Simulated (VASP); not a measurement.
# ZnS in VASP: a series of runs

Runs on ZnS. Level: LDA. Tasks: single point.

Program: VASP 6.6.1. These are calculated values, not measurements. Logs are shortened: lines on timing, memory, paths and dates and some standing lists are left out, and cuts for length are marked.

## Step 1: The cell of the first run

It takes space group I-4m2 (No. 119, tetragonal). The conventional cell has a = 3.746 Å, b = 3.746 Å, c = 5.323 Å, α = 90.00°, β = 90.00°, γ = 90.00°. Zn (site symmetry -4m2) has 4 S at 2.30 Å within 3.0 Å. Within 3.0 Å of S (site symmetry -4m2) lie 4 Zn at 2.30 Å.

## Step 2: Single point, LDA (z stretched by +0.5 %, x and y held)

File INCAR:

```
PREC = Accurate
ENCUT = 520
EDIFF = 1E-6
ISMEAR = 0
SIGMA = 0.01
LREAL = F
LASPH = T
NELM = 100
ALGO = Normal
ISIF = 2
LWAVE = F
LCHARG = F
GGA = CA
NBANDS = 16
```

File KPOINTS:

```
regular mesh
0
Gamma
  8 8 8
```

File POSCAR:

```
ZnS
1.0
    0.0000000000      2.6484691264      2.6617114720
    2.6484691264      0.0000000000      2.6617114720
    2.6484691264      2.6484691264      0.0000000000
Zn S
1 1
Direct
    0.7500000000      0.7500000000      0.7500000000
    0.0000000000      0.0000000000      0.0000000000
```

Potentials or basis: VASP PAW LDA potentials, release 64 (Zn, S).

Started as:

```
$ cat potpaw_LDA.64/Zn/POTCAR potpaw_LDA.64/S/POTCAR > POTCAR
$ mpirun -np 1 vasp_std > vasp.out
```

OUTCAR:

```text
PREC = Accurate
   ENCUT = 520
   EDIFF = 1E-6
   ISMEAR = 0
   LREAL = F
   LASPH = T
   NELM = 100
   ISIF = 2
   GGA = CA

 ion  position               nearest neighbor table
   1  0.750  0.750  0.750-   2 2.30   2 2.30   2 2.30   2 2.30
   2  0.000  0.000  0.000-   1 2.30   1 2.30   1 2.30   1 2.30

  LATTYP: Found a body centered tetragonal cell.
 ALAT       =     3.7455009581
 C/A-ratio  =     1.4212846302

  Lattice vectors:

 A1 = (  -2.6484691264,   0.0000000000,   2.6617114720)
 A2 = (   2.6484691264,   0.0000000000,   2.6617114720)
 A3 = (   0.0000000000,   2.6484691264,  -2.6617114720)

Analysis of symmetry for initial positions (statically):
=====================================================================
 Subroutine PRICEL returns:
 Original cell was already a primitive cell.

 Routine SETGRP: Setting up the symmetry group for a
 body centered tetragonal supercell.

 Subroutine GETGRP returns: Found  8 space group operations
 (whereof  8 operations were pure point group operations)
 out of a pool of 16 trial point group operations.

The static configuration has the point symmetry D_2d.

Analysis of symmetry for dynamics (positions and initial velocities):
=====================================================================
 Subroutine PRICEL returns:
 Original cell was already a primitive cell.

 Routine SETGRP: Setting up the symmetry group for a
 body centered tetragonal supercell.

 Subroutine GETGRP returns: Found  8 space group operations
 (whereof  8 operations were pure point group operations)
 out of a pool of 16 trial point group operations.

The dynamic configuration has the point symmetry D_2d.

 Subroutine INISYM returns: Found  8 space group operations
 (whereof  8 operations are pure point group operations),
 and found     1 'primitive' translations

----------------------------------------------------------------------------------------

                                     Primitive cell

  volume of cell :      37.3406

  direct lattice vectors                    reciprocal lattice vectors
     0.000000000  2.648469126  2.661711472    -0.188788306  0.188788306  0.187849061
     2.648469126  0.000000000  2.661711472     0.188788306 -0.188788306  0.187849061
     2.648469126  2.648469126  0.000000000     0.188788306  0.188788306 -0.187849061

  length of vectors
     3.754876386  3.754876386  3.745500958     0.326449565  0.326449565  0.326449565

[... 79 lines left out ...]
   NELM   =    100;   NELMIN=  2; NELMDL= -5     # of ELM steps
   EDIFF  = 0.1E-05   stopping-criterion for ELM
   LREAL  =      F    real-space projection
   EDIFFG = 0.1E-04   stopping-criterion for IOM
   NSW    =      0    number of steps for IOM
   IBRION =     -1    ionic relax: 0-MD 1-quasi-New 2-CG
   NFREE  =      0    steps in history (QN), initial steepest desc. (CG)
   ISIF   =      2    stress and relaxation
   ISYM   =      2    0-nonsym 1-usesym 2-fastsym
   POTIM  = 0.5000    time-step for ionic-motion
   TEBEG  =    0.0;   TEEND  =   0.0 temperature during run
   PSTRESS=    0.0 pullay stress
   NELECT =      18.0000    total number of electrons
   NUPDOWN=      -1.0000    fix difference up-down
   EMIN   =  10.00;   EMAX   =-10.00  energy-range for DOS
   EFERMI =   0.00;   METHOD = LEGACY
   ISMEAR =     0;   SIGMA  =   0.01  broadening in eV -4-tet -1-fermi 0-gaus
   EFERMI_NEDOS =   21; number of points for ismear=-14 and -15
   IALGO  =     38    algorithm
   IMIX   =      4    mixing-type and parameters
     AMIX     =   0.40;   BMIX     =  1.00
     AMIX_MAG =   1.60;   BMIX_MAG =  1.00
  volume/ion in A,a.u.               =      18.67       125.99
  Fermi-wavevector in a.u.,A,eV,Ry     =   1.283627  2.425703 22.418285  1.647697
  Thomas-Fermi vector in A             =   2.415868
   LORBIT       =      0    0 simple, 1 ext, 2 COOP (PROOUT), +10 PAW based schemes
   GGA     = CA    functional components
   LHFCALC =     F    Hartree Fock is set to
   AEXX    =    0.0000 exact exchange contribution
   IVDW    =     0    specifies the selected vdW correction
   LEPSILON=     F    determine dielectric tensor
   LRPA    =     F    only Hartree local field effects (RPA)
 non-spin polarized calculation
 Gauss-broadening in eV      SIGMA  =   0.01
  energy-cutoff  :      520.00
  volume of cell :       37.34
 maximum number of plane-waves:      1018
   NGX = 13   NGY = 13   NGZ = 13

 number of electron      18.0000016 magnetization

 Free energy of the ion-electron system (eV)
  ---------------------------------------------------
  ext. energy  EPLUGINS =         0.00000000
  ---------------------------------------------------
  free energy    TOTEN  =        -8.20751296 eV

  energy without entropy =       -8.20751296  energy(sigma->0) =       -8.20751296

 E-fermi :   2.5797     XC(G=0): -10.2928

 val. band max:        2.4686454602   @ k =   0.0000   0.0000   0.0000
 cond. band min:       4.5991560982   @ k =   0.0000   0.0000   0.0000
 fundamental gap:      2.1305106380
 Fermi energy:         2.5797185791

 k-point     1 :       0.0000    0.0000    0.0000
  band No.  band energies     occupation
      1     -11.0466      2.00000
      2      -4.2728      2.00000
      3      -4.2698      2.00000
      4      -4.2698      2.00000
      5      -3.7250      2.00000
      6      -3.7229      2.00000
[... 433 lines left out ...]
      3      -4.1285      2.00000
      4      -4.0829      2.00000
      5      -3.7233      2.00000
      6      -3.6860      2.00000
[... 8 lines left out ...]
     15      15.2438      0.00000
     16      15.4925      0.00000

 [... further k-points ...]

------------------------ aborting loop because EDIFF is reached ----------------------------------------

  FORCE on cell =-STRESS in cart. coord.  units (eV):
  Direction    XX          YY          ZZ          XY          YZ          ZX
  --------------------------------------------------------------------------------------
  -------------------------------------------------------------------------------------
  Total       -0.0307881     -0.0307881     -0.0840822      0.0000000      0.0000000      0.0000000
  in kB       -1.3210301     -1.3210301     -3.6077295      0.0000000      0.0000000      0.0000000
  external PRESSURE =      -2.0832632 kB  Pullay stress =       0.0000000 kB

 VOLUME and BASIS-vectors are now :
 -----------------------------------------------------------------------------
  energy-cutoff  :      520.00
  volume of cell :       37.34
      direct lattice vectors                 reciprocal lattice vectors
     0.000000000  2.648469126  2.661711472    -0.188788306  0.188788306  0.187849061
     2.648469126  0.000000000  2.661711472     0.188788306 -0.188788306  0.187849061
     2.648469126  2.648469126  0.000000000     0.188788306  0.188788306 -0.187849061

 POSITION                                       TOTAL-FORCE (eV/Angst)
 -----------------------------------------------------------------------------------
      3.97270      3.97270      3.99257         0.000000      0.000000     -0.000000
      0.00000      0.00000      0.00000        -0.000000     -0.000000      0.000000
 -----------------------------------------------------------------------------------
    total drift:                                0.000001      0.000001      0.000001

  FREE ENERGIE OF THE ION-ELECTRON SYSTEM (eV)
  ---------------------------------------------------
  free  energy   TOTEN  =        -8.2075129565 eV

  energy  without entropy=       -8.2075129565  energy(sigma->0) =       -8.20751296
```

stdout:

```text
POSCAR found type information on POSCAR ZnS
 POSCAR found :  2 types and       2 ions
 scaLAPACK will be used
 LDA part: xc-table for (Slater(with rela. corr.)+CA(PZ))
 , standard interpolation
 POSCAR, INCAR and KPOINTS ok, starting setup
 FFT: planning ... GRIDC
 FFT: planning ... GRID_SOFT
 FFT: planning ... GRID
 WAVECAR not read
 entering main loop
```

Run time: 17 s. Hardware: 1 thread of AMD EPYC 9R45 (Zen 5), shared host; peak memory 0.13 GiB.

What came out:

```yaml
Free_energy: -8.2075 eV
Pressure: -0.2 GPa
Band_gap_on_the_k_mesh: 2.13 eV, direct
```

Stress tensor (GPa, compression positive):
```
-0.13  0.00  0.00
 0.00 -0.13  0.00
 0.00  0.00 -0.36
```

Caveat: the cell differs from its parent crystal (z stretched by +0.5 %, x and y held).

## Step 3: Single point, LDA (equal xy, yz and zx engineering shears of -0.5 %)

File INCAR:

```
SYSTEM = ZnS
PREC = Accurate
ENCUT = 520
EDIFF = 1E-7
ISMEAR = 0
SIGMA = 0.01
LREAL = .False.
LASPH = .True.
NELM = 80
ALGO = Normal
ISIF = 2
LWAVE = .False.
LCHARG = .False.
GGA = CA
NBANDS = 16
```

File KPOINTS:

```
regular mesh
0
Gamma
  8 8 8
  0 0 0
```

File POSCAR:

```
ZnS
1.0
   -0.0132423456      2.6418479536      2.6418479536
    2.6418479536     -0.0132423456      2.6418479536
    2.6418479536      2.6418479536     -0.0132423456
Zn S
1 1
Direct
    0.7495278670      0.7495278670      0.7495278670
    0.0004721330      0.0004721330      0.0004721330
```

Potentials or basis: VASP PAW LDA potentials, release 64 (Zn, S).

Started as:

```
$ cat potpaw_LDA.64/Zn/POTCAR potpaw_LDA.64/S/POTCAR > POTCAR
$ mpirun -np 1 vasp_std > vasp.out
```

OUTCAR:

```text
SYSTEM = ZnS
   PREC = Accurate
   ENCUT = 520
   EDIFF = 1E-7
   ISMEAR = 0
   LREAL = .False.
   LASPH = .True.
   NELM = 80
   ISIF = 2
   GGA = CA

 ion  position               nearest neighbor table
   1  0.750  0.750  0.750-   2 2.29   2 2.29   2 2.29   2 2.29
   2  0.000  0.000  0.000-   1 2.29   1 2.29   1 2.29   1 2.29

  LATTYP: Found a trigonal (rhomboedric) cell.
 ALAT       =     3.7361606737
 COS(alpha) =     0.4949812504

  Lattice vectors:

[... 644 lines left out ...]

  FORCE on cell =-STRESS in cart. coord.  units (eV):
  Direction    XX          YY          ZZ          XY          YZ          ZX
  --------------------------------------------------------------------------------------
  -------------------------------------------------------------------------------------
  Total        0.0589585      0.0589585      0.0589585      0.0606768      0.0606768      0.0606768
  in kB        2.5424399      2.5424399      2.5424399      2.6165374      2.6165374      2.6165374
  external PRESSURE =       2.5424399 kB  Pullay stress =       0.0000000 kB

 VOLUME and BASIS-vectors are now :
 -----------------------------------------------------------------------------
  energy-cutoff  :      520.00
  volume of cell :       37.15
      direct lattice vectors                 reciprocal lattice vectors
    -0.013242346  2.641847954  2.641847954    -0.187844353  0.188790672  0.188790672
     2.641847954 -0.013242346  2.641847954     0.188790672 -0.187844353  0.188790672
     2.641847954  2.641847954 -0.013242346     0.188790672  0.188790672 -0.187844353

 POSITION                                       TOTAL-FORCE (eV/Angst)
 -----------------------------------------------------------------------------------
      3.95035      3.95035      3.95035        -0.000577     -0.000577     -0.000577
      0.00249      0.00249      0.00249         0.000577      0.000577      0.000577
 -----------------------------------------------------------------------------------
    total drift:                                0.000160      0.000160      0.000160

  FREE ENERGIE OF THE ION-ELECTRON SYSTEM (eV)
  ---------------------------------------------------
  free  energy   TOTEN  =        -8.2070712962 eV

  energy  without entropy=       -8.2070712962  energy(sigma->0) =       -8.20707130
```

stdout:

```text
POSCAR found type information on POSCAR ZnS
 POSCAR found :  2 types and       2 ions
 scaLAPACK will be used
 LDA part: xc-table for (Slater(with rela. corr.)+CA(PZ))
 , standard interpolation
 POSCAR, INCAR and KPOINTS ok, starting setup
 FFT: planning ... GRIDC
 FFT: planning ... GRID_SOFT
 FFT: planning ... GRID
 WAVECAR not read
 entering main loop
```

Run time: 15 s. Hardware: 1 thread of AMD EPYC 9R45 (Zen 5), shared host; peak memory 0.13 GiB.

What came out:

```yaml
Free_energy: -8.2071 eV
Pressure: 0.3 GPa
Band_gap_on_the_k_mesh: 2.13 eV, direct
```

Stress tensor (GPa, compression positive):
```
0.25 0.26 0.26
0.26 0.25 0.26
0.26 0.26 0.25
```

Levels at points of the mesh, in eV from the valence-band top:
```csv
k point,band 5,band 6,band 7,band 8,band 9,band 10,band 11,band 12,band 13,band 14
"(0.00, 0.00, 0.00)",-6.23,-6.23,-0.04,-0.04,0.00,2.13,6.15,6.15,6.25,11.80
"(0.50, 0.00, 0.00)",-6.20,-6.02,-5.81,-1.01,-0.97,3.22,6.73,6.76,8.81,12.12
"(0.50, 0.50, 0.00)",-6.14,-5.99,-4.94,-2.53,-2.47,3.03,3.86,11.13,12.17,12.17
"(0.50, 0.50, 0.50)",-6.20,-6.00,-5.79,-1.02,-1.02,3.14,6.68,6.68,8.82,12.12
```

Caveat: the cell differs from its parent crystal (equal xy, yz and zx engineering shears of -0.5 %).

## Step 4: Single point, LDA (equal xy, yz and zx engineering shears of +0.5 %)

File INCAR:

```
SYSTEM = ZnS
PREC = Accurate
ENCUT = 520
EDIFF = 1E-7
ISMEAR = 0
SIGMA = 0.01
LREAL = .False.
LASPH = .True.
NELM = 100
ALGO = Normal
ISIF = 2
LWAVE = .False.
LCHARG = .True.
GGA = CA
LELF = .True.
LVHAR = .True.
NBANDS = 16
```

KPOINTS is that of step 3.

File POSCAR:

```
ZnS
1.0
    0.0132423456      2.6550902992      2.6550902992
    2.6550902992      0.0132423456      2.6550902992
    2.6550902992      2.6550902992      0.0132423456
Zn S
1 1
Direct
    0.7504663764      0.7504663764      0.7504663764
   -0.0004663764     -0.0004663764     -0.0004663764
```

Potentials or basis: VASP PAW LDA potentials, release 64 (Zn, S).

Started as:

```
$ cat potpaw_LDA.64/Zn/POTCAR potpaw_LDA.64/S/POTCAR > POTCAR
$ mpirun -np 1 vasp_std > vasp.out
```

OUTCAR:

```text
SYSTEM = ZnS
   PREC = Accurate
   ENCUT = 520
   EDIFF = 1E-7
   ISMEAR = 0
   LREAL = .False.
   LASPH = .True.
   NELM = 100
   ISIF = 2
   GGA = CA

 ion  position               nearest neighbor table
   1  0.750  0.750  0.750-   2 2.29   2 2.29   2 2.29   2 2.30
   2  1.000  1.000  1.000-   1 2.29   1 2.29   1 2.29   1 2.30

  LATTYP: Found a trigonal (rhomboedric) cell.
 ALAT       =     3.7548880614
 COS(alpha) =     0.5049812503

  Lattice vectors:

[... 644 lines left out ...]

  FORCE on cell =-STRESS in cart. coord.  units (eV):
  Direction    XX          YY          ZZ          XY          YZ          ZX
  --------------------------------------------------------------------------------------
  -------------------------------------------------------------------------------------
  Total        0.0589964      0.0589964      0.0589964     -0.0610551     -0.0610551     -0.0610551
  in kB        2.5440725      2.5440725      2.5440725     -2.6328499     -2.6328499     -2.6328499
  external PRESSURE =       2.5440725 kB  Pullay stress =       0.0000000 kB

 VOLUME and BASIS-vectors are now :
 -----------------------------------------------------------------------------
  energy-cutoff  :      520.00
  volume of cell :       37.15
      direct lattice vectors                 reciprocal lattice vectors
     0.013242346  2.655090299  2.655090299    -0.189732259  0.188790660  0.188790660
     2.655090299  0.013242346  2.655090299     0.188790660 -0.189732259  0.188790660
     2.655090299  2.655090299  0.013242346     0.188790660  0.188790660 -0.189732259

 POSITION                                       TOTAL-FORCE (eV/Angst)
 -----------------------------------------------------------------------------------
      3.99505      3.99505      3.99505         0.000260      0.000260      0.000260
      5.32094      5.32094      5.32094        -0.000260     -0.000260     -0.000260
 -----------------------------------------------------------------------------------
    total drift:                               -0.000431     -0.000431     -0.000431

  FREE ENERGIE OF THE ION-ELECTRON SYSTEM (eV)
  ---------------------------------------------------
  free  energy   TOTEN  =        -8.2070706586 eV

  energy  without entropy=       -8.2070706586  energy(sigma->0) =       -8.20707066
```

OSZICAR:

```text
N       E                     dE             d eps       ncg     rms          rms(c)
DAV:   1     0.799147411336E+02    0.79915E+02   -0.85254E+03  2080   0.135E+03
DAV:   2    -0.353898136438E+01   -0.83454E+02   -0.77948E+02  2384   0.256E+02
DAV:   3    -0.859743874043E+01   -0.50585E+01   -0.50341E+01  2648   0.599E+01
DAV:   4    -0.864504221644E+01   -0.47603E-01   -0.47593E-01  2456   0.607E+00
DAV:   5    -0.864553822884E+01   -0.49601E-03   -0.49600E-03  2672   0.600E-01    0.766E+00
DAV:   6    -0.824437298573E+01    0.40117E+00   -0.75375E-01  3136   0.317E+01    0.589E+00
DAV:   7    -0.821390126243E+01    0.30472E-01   -0.23373E-01  2736   0.503E+00    0.279E+00
DAV:   8    -0.820760641527E+01    0.62948E-02   -0.55973E-03  3056   0.133E+00    0.611E-01
DAV:   9    -0.820705998026E+01    0.54644E-03   -0.12189E-03  2552   0.257E-01    0.780E-02
DAV:  10    -0.820707477030E+01   -0.14790E-04   -0.10021E-04  2528   0.909E-02    0.314E-02
DAV:  11    -0.820707052326E+01    0.42470E-05   -0.13064E-05  3216   0.717E-02    0.569E-03
DAV:  12    -0.820707065019E+01   -0.12693E-06   -0.14144E-06  2448   0.111E-02    0.281E-03
DAV:  13    -0.820707065857E+01   -0.83755E-08   -0.36700E-08  1656   0.294E-03
   1 F= -.82070707E+01 E0= -.82070707E+01  d E =-.942699E-47
```

stdout:

```text
POSCAR found type information on POSCAR ZnS
 POSCAR found :  2 types and       2 ions
 scaLAPACK will be used
 LDA part: xc-table for (Slater(with rela. corr.)+CA(PZ))
 , standard interpolation
 POSCAR, INCAR and KPOINTS ok, starting setup
 FFT: planning ... GRIDC
 FFT: planning ... GRID_SOFT
 FFT: planning ... GRID
 WAVECAR not read
 entering main loop
```

It took 18 s on 1 thread of AMD EPYC 9R45 (Zen 5), shared host; peak memory 0.13 GiB.

Results:

```yaml
Free_energy: -8.2071 eV
Pressure: 0.3 GPa
Band_gap_on_the_k_mesh: 2.14 eV, direct
```

Stress tensor (GPa, compression positive):
```
 0.25 -0.26 -0.26
-0.26  0.25 -0.26
-0.26 -0.26  0.25
```

Caveat: the cell differs from its parent crystal (equal xy, yz and zx engineering shears of +0.5 %).

## Step 5: Single point, LDA (atom 1 moved by [0.01, 0.01, 0.01] A)

File INCAR:

```
SYSTEM = ZnS
  ALGO = Normal
  EDIFF = 1E-6
  ENCUT = 520
  GGA = CA
  ISIF = 2
  ISMEAR = 0
  LASPH = .TRUE.
  LCHARG = .FALSE.
  LREAL = .FALSE.
  LWAVE = .FALSE.
  NBANDS = 16
  NELM = 60
  PREC = Accurate
  SIGMA = 0.01
```

File KPOINTS:

```
k-points
0
G
  8 8 8
  0 0 0
```

File POSCAR:

```
ZnS
1.0
    0.0000000000      2.6484691264      2.6484691264
    2.6484691264      0.0000000000      2.6484691264
    2.6484691264      2.6484691264      0.0000000000
Zn S
1 1
Direct
    0.7518878831      0.7518878831      0.7518878831
    0.0000000000      0.0000000000      0.0000000000
```

Started as:

```
$ cat potpaw_LDA.64/Zn/POTCAR potpaw_LDA.64/S/POTCAR > POTCAR
$ mpirun -np 1 vasp_std > vasp.out
```

Wall time 14 s (1 thread of AMD EPYC 9R45 (Zen 5), shared host); peak memory 0.13 GiB.

It converged, with:

```
Free energy            : -8.2065 eV
Pressure               : 0.2 GPa
Largest force          : 0.122 eV/Å
Band gap on the k mesh : 2.15 eV, direct
```

Forces in eV/Å, atoms in the order of the input:
```
Zn  -0.071 -0.071 -0.071
S    0.071  0.071  0.071
```

Stress tensor (GPa, compression positive):
```
0.23 0.30 0.30
0.30 0.23 0.30
0.30 0.30 0.23
```

Levels at points of the mesh, in eV from the valence-band top:
```csv
k point,band 6,band 7,band 8,band 9,band 10,band 11,band 12,band 13
"(0.00, 0.00, 0.00)",-6.21,-0.03,0.00,0.00,2.15,6.19,6.19,6.21
"(0.50, 0.00, 0.00)",-5.99,-5.77,-1.00,-0.94,3.21,6.69,6.79,8.83
"(0.50, 0.50, 0.50)",-5.99,-5.83,-0.99,-0.99,3.25,6.77,6.77,8.85
"(0.50, 0.50, 0.00)",-5.97,-4.92,-2.49,-2.48,3.05,3.88,11.15,12.17
```

Caveat: the cell differs from its parent crystal (atom 1 moved by [0.01, 0.01, 0.01] A).

## Step 6: The runs side by side

| cell | gap on the mesh (eV) | pressure (GPa) |
| --- | --- | --- |
| a = 3.755, b = 3.755, c = 3.746 Å, angles 60.1, 60.1, 59.8°, 2 atoms | 2.13 | -0.2 |
| a = 3.736 Å, angles 60.3°, 2 atoms | 2.13 | 0.3 |
| a = 3.755 Å, angles 59.7°, 2 atoms | 2.14 | 0.3 |
| a = 3.746 Å, angles 60.0°, 2 atoms | 2.15 | 0.2 |

Alike in all rows: task single point; level LDA; potentials or basis VASP PAW LDA potentials, release 64 (Zn, S); no spin polarisation; k mesh 8 × 8 × 8; cutoff (eV) 520; smearing gaussian 0.01 eV.

Absolute energies hang on the potentials; compare differences alone.
